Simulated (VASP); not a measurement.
Here is a VASP 6.6.1 calculation.

The input INCAR:

```
SYSTEM = Cu
PREC = Accurate
ENCUT = 520
EDIFF = 1E-7
ISMEAR = 0
SIGMA = 0.1
LREAL = .FALSE.
LASPH = .TRUE.
NELM = 100
ALGO = Normal
ISIF = 2
LWAVE = .FALSE.
LCHARG = .FALSE.
GGA = PS
NBANDS = 12
```

File KPOINTS:

```
Automatic mesh
0
G
  6 6 6
  0 0 0
```

Contents of POSCAR:

```
Cu
1.0
   -1.4491651233      1.4491651233      1.3572562213
    1.4491651233     -1.4491651233      1.3572562213
    1.4491651233      1.4491651233     -1.3572562213
Cu
1
Direct
    0.0000000000      0.0000000000      0.0000000000
```

Potentials or basis: VASP PAW PBE potentials, release 64 (Cu).

Launch:

```sh
$ cat potpaw_PBE.64/Cu/POTCAR > POTCAR
$ mpirun -np 1 vasp_std > vasp.out
```

**Question.** What does it give for the pressure?

**Answer.** 0.7 GPa.

Caveat: the k points lie up to 0.53 Å⁻¹ apart; the PAW data sets were made with another functional, which shifts forces and pressure a little.
